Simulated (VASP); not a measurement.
Ir, 1 atom in the cell. The structure is cubic, space group Fm-3m (No. 225). Conventional cell: a = 3.792 Å, b = 3.792 Å, c = 3.792 Å, α = 90.00°, β = 90.00°, γ = 90.00°. Ir (site symmetry m-3m) has 12 Ir at 2.68 Å within 3.5 Å.  This cell differs from its parent crystal: volume scaled by 0.97.

| Property | Result |
| --- | --- |
| Program | VASP 6.6.1 |
| Task | single point |
| Functional | PBEsol |
| Potentials or basis | VASP PAW PBE potentials, release 64 (Ir) |
| Cutoff | 520 eV |
| k mesh | 18 × 18 × 18 |
| Occupations | gaussian, width 0.1 eV |
| Spin | no spin polarisation |
| Dipole correction | no |
| Further INCAR settings | ALGO = Normal; EDIFF = 1e-06; NBANDS = 10 |

Potentials or basis: VASP PAW PBE potentials, release 64 (Ir).

Launch:

```console
$ cat potpaw_PBE.64/Ir/POTCAR > POTCAR
$ mpirun -np 1 vasp_std > vasp.out
```

Hardware: 1 thread of Intel(R) Xeon(R) Platinum 8488C (Sapphire Rapids), with other jobs on the host.

Task: How long does it take, and how much memory?

Result: Wall time 19 s on 1 thread of Intel(R) Xeon(R) Platinum 8488C (Sapphire Rapids), with other jobs on the host, peak memory 0.15 GiB. Counts: scf iterations 12, k points 195.
